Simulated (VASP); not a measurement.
**CdSe: single point with r2SCAN**

The system is CdSe.

```
CELL_PARAMETERS angstrom
4.51342 0.00000 0.00000
-2.25671 3.90874 0.00000
0.00000 0.00000 7.19058
ATOMIC_POSITIONS crystal
Cd 0.66667 0.33333 0.00000
Cd 0.33333 0.66667 0.50000
Se 0.66667 0.33333 0.37500
Se 0.33333 0.66667 0.87500
```

This cell differs from its parent crystal: strain +0.050 along x and y, +0.025 along z.

```yaml
Program: VASP 6.6.1
Task: single point
Functional: r2SCAN
Potentials_or_basis: VASP PAW PBE potentials, release 64 (Cd, Se)
Cutoff: 520 eV
k_mesh: 6 × 6 × 4
Occupations: gaussian, width 0.05 eV
Spin: no spin polarisation
Dipole_correction: no
Further_INCAR_settings: ALGO = Normal; EDIFF = 1e-06; NBANDS = 26
```

```yaml
Pressure: -3.7 GPa
Largest_force: 0.125 eV/Å
Band_gap_on_the_k_mesh: 0.88 eV, direct
```

Forces on the atoms (eV/Å):
```
Cd   0.000  0.000 -0.125
Cd   0.000  0.000 -0.125
Se   0.000  0.000  0.125
Se   0.000  0.000  0.125
```

Stress tensor (GPa, compression positive):
```
-4.20  0.00  0.00
 0.00 -4.20  0.00
 0.00  0.00 -2.67
```

Levels at points of the mesh, in eV from the valence-band top:
```csv
k point,band 14,band 15,band 16,band 17,band 18,band 19,band 20,band 21,band 22,band 23
"(0.00, 0.00, 0.00)",-0.67,-0.67,-0.01,-0.01,0.00,0.88,2.43,6.27,6.27,6.86
"(0.50, 0.00, 0.00)",-3.10,-2.21,-1.55,-1.07,-0.57,3.43,3.61,5.18,6.31,6.82
"(0.00, 0.00, 0.50)",-2.31,-0.35,-0.35,-0.35,-0.35,2.55,2.55,6.18,6.18,6.64
"(0.50, 0.00, 0.50)",-3.63,-1.10,-1.10,-1.07,-1.07,3.27,3.27,5.26,5.26,7.81
```

Wall time 6.6 min on 1 thread of Intel(R) Xeon(R) Platinum 8375C CPU @ 2.90GHz (Ice Lake), with other jobs on the host, peak memory 0.3 GiB.

Caveat: the cell differs from its parent crystal (strain +0.050 along x and y, +0.025 along z); the PAW data sets were made with another functional, which shifts forces and pressure a little.
